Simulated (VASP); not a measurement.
Crystal: HfS2.

```
CELL_PARAMETERS angstrom
3.71404 0.00000 0.00000
-1.85702 3.21645 0.00000
0.00000 0.00000 5.94350
ATOMIC_POSITIONS crystal
Hf 0.00000 0.00000 0.00000
S 0.66667 0.33333 0.75493
S 0.33333 0.66667 0.24507
```

This cell differs from its parent crystal: equal strain along all axes, cell held: +3.0 %.

| Item | Value |
| --- | --- |
| Program | VASP 6.6.1 |
| Task | relaxation of the atoms |
| Functional | PBE |
| Dispersion | D3(BJ) |
| Potentials or basis | VASP PAW PBE potentials, release 64 (Hf_pv, S) |
| Cutoff | 450 eV |
| k mesh | 12 × 12 × 6 |
| Occupations | gaussian, width 0.02 eV |
| Spin | no spin polarisation |

At the start: pressure -6.1 GPa; volume 23.67 Å³/atom.

Task: Where does the relaxation end?

Result: Over 3 steps the energy falls by 9.1 meV/atom at a fixed cell; space group P-3m1 (No. 164, to 0.1 Å) before and after.

Step by step:
```
step  energy change (eV)  largest force (eV/Å)  pressure (GPa)
   1              0.0000                0.5481           -6.13
   2             -0.0213                0.2565           -4.85
   3             -0.0272                0.0045           -3.72
```

Final structure:
```yaml
crystal:
  lattice:
    - [3.71404, 0.00000, 0.00000]
    - [-1.85702, 3.21645, 0.00000]
    - [0.00000, 0.00000, 5.94350]
  atoms:
    - { symbol: Hf, position: [0.00000, 0.00000, 0.00000] }
    - { symbol: S, position: [0.66667, 0.33333, 0.76315] }
    - { symbol: S, position: [0.33333, 0.66667, 0.23685] }
```

Caveat: the cell differs from its parent crystal (equal strain along all axes, cell held: +3.0 %).
